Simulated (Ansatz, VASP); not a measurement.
## Two plane-wave programs on BeS

```
Be S
1.0
     0.00000    2.40772    2.40772
     2.40772    0.00000    2.40772
     2.40772    2.40772    0.00000
Be S
1 1
Direct
  0.00000 0.00000 0.00000
  0.25000 0.25000 0.25000
```

Alike in both runs: functional PBE; dispersion D3(BJ); k mesh 8 × 8 × 8; occupations gaussian, width 0.02 eV; no spin polarisation.

Ansatz relaxed the structure, and its values are those at the end. VASP's run is a single point on that final structure, the one shown.

|  | VASP | Ansatz |
| --- | --- | --- |
| version | VASP 6.6.1 | Ansatz 0.2.0 |
| potentials or method | VASP PAW PBE potentials, release 64 (Be, S), cutoff 600 eV | scalar-relativistic, plane waves, PAW |
| valence electrons in the cell | 8 | 8 |

|  | VASP | Ansatz | Ansatz less VASP |
| --- | --- | --- | --- |
| gap on the k mesh at the Fermi level (eV) | 3.06 | 3.06 | +0.001 |
| least direct gap on the mesh (eV) | 5.66 | 5.64 | -0.016 |
| pressure (GPa) | 0.1 | 0.0 | -0.07 |
